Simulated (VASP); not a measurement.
Write the native input for VASP 6.6.1 that does the following.

- Task: single point
- Functional: PBEsol
- Potentials or basis: VASP PAW PBE potentials, release 64 (Pm, C)
- Cutoff: 520 eV
- k mesh: 10 × 10 × 10
- Occupations: gaussian, width 0.05 eV
- Spin: collinear spin, ferromagnetic start
- Starting moments: [4.23, 0.0] μB
- Dipole correction: no
- Further INCAR settings: ALGO = Normal; EDIFF = 1e-06; NBANDS = 20

The structure of PmC lies in POSCAR:

```
PmC
1.0
    0.0000000000      2.5457438702      2.5457438702
    2.5457438702      0.0000000000      2.5457438702
    2.5457438702      2.5457438702      0.0000000000
Pm C
1 1
Direct
    0.5000000000      0.5000000000      0.5000000000
    0.0000000000      0.0000000000      0.0000000000
```

The input as run:

INCAR

```
  PREC = Accurate
  ENCUT = 520
  EDIFF = 1E-6
  ISMEAR = 0
  SIGMA = 0.05
  LREAL = F
  LASPH = T
  NELM = 150
  ALGO = Normal
  ISIF = 2
  LWAVE = F
  LCHARG = F
  ISPIN = 2
  MAGMOM = 4.23 0
  LORBIT = 11
  LMAXMIX = 6
  GGA = PS
  NBANDS = 20
```

KPOINTS

```
Automatic mesh
0
Gamma
  10 10 10
```

Potentials or basis: VASP PAW PBE potentials, release 64 (Pm, C).

The run is started by

```console
$ cat potpaw_PBE.64/Pm/POTCAR potpaw_PBE.64/C/POTCAR > POTCAR
$ mpirun -np 1 vasp_std > vasp.out
```

Results of the run:

* Pressure: -0.2 GPa
* Net moment: 3.90 μB per cell
* Site moments: Pm +3.90; C -0.13 μB
* Valence electrons inside the program's atomic spheres: Pm 12.36; C 2.25

Caveat: the magnetic or orbital state may not be the lowest; the PAW data sets were made with another functional, which shifts forces and pressure a little.

It took 70 s on 1 thread of Intel(R) Xeon(R) 6975P-C (Granite Rapids), with other jobs on the host, peak memory 0.22 GiB.
